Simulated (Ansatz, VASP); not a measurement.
## Two plane-wave programs on SnO2

File INCAR:

```
SYSTEM = SnO2
PREC = Accurate
ENCUT = 520
EDIFF = 1E-7
ISMEAR = 0
SIGMA = 0.05
LREAL = .FALSE.
LASPH = .TRUE.
NELM = 80
ALGO = Normal
ISIF = 2
LWAVE = .FALSE.
LCHARG = .FALSE.
GGA = PE
NBANDS = 35
```

The input KPOINTS:

```
Automatic mesh
0
G
  6 6 8
  0 0 0
```

File POSCAR:

```
SnO2
1.0
    4.7774634334      0.0000000000      0.0000000000
    0.0000000000      4.7774769549      0.0000000000
    0.0000000000      0.0000000000      3.3064824423
Sn O
2 4
Direct
    0.5000000000      0.5000000000      0.5000000000
    0.0000000000      0.0000000000      0.0000000000
    0.3138957232      0.3139536156      0.0000000000
    0.8138957232      0.1860463844      0.5000000000
    0.1861042768      0.8139536156      0.5000000000
    0.6861042768      0.6860463844      0.0000000000
```

Input for Ansatz:

```yaml
crystal:
  lattice:
    - [4.7774634334, 0.0, 0.0]
    - [0.0, 4.7774769549, 0.0]
    - [0.0, 0.0, 3.3064824423]
  atoms:
    - { symbol: Sn, position: [0.5, 0.5, 0.5] }
    - { symbol: Sn, position: [0.0, 0.0, 0.0] }
    - { symbol: O, position: [0.3138957232, 0.3139536156, 0.0] }
    - { symbol: O, position: [0.8138957232, 0.1860463844, 0.5] }
    - { symbol: O, position: [0.1861042768, 0.8139536156, 0.5] }
    - { symbol: O, position: [0.6861042768, 0.6860463844, 0.0] }
basis:
  ecutwfc: 520.0
kpoints:
  mp_grid: { grid: [6, 6, 8] }
hamiltonian:
  xc: pbe
  pseudopotentials: { kind: paw, azcp: { folder: soft_1 } }
scf:
  occupations: { method: gaussian, width: 0.05 }
output:
  forces: true
  stress: true
  eigenvalues: true
```

Alike in both runs: task single point; functional PBE; k mesh 6 × 6 × 8; occupations gaussian, width 0.05 eV; no spin polarisation.

|  | VASP | Ansatz |
| --- | --- | --- |
| version | VASP 6.6.1 | Ansatz 0.2.0 |
| potentials or method | VASP PAW PBE potentials, release 64 (Sn_d, O), cutoff 520 eV | scalar-relativistic, plane waves, PAW |
| valence electrons in the cell | 52 | 52 |

|  | VASP | Ansatz | Ansatz less VASP |
| --- | --- | --- | --- |
| gap on the k mesh at the Fermi level (eV) | 0.67 | 0.68 | +0.013 |
| least direct gap on the mesh (eV) | 0.67 | 0.68 | +0.013 |
| pressure (GPa) | 1.1 | 0.4 | -0.62 |
| traceless stress, the component that is largest in VASP (GPa) | -2.85 | -3.16 | -0.306 |
| rms of the force components (eV/Å) | 0.480 | 0.468 | -0.0125 |

Atom by atom the forces differ by 0.013 eV/Å (rms over components). The functional is the same, so the differences come from potentials, cutoffs and numerics.
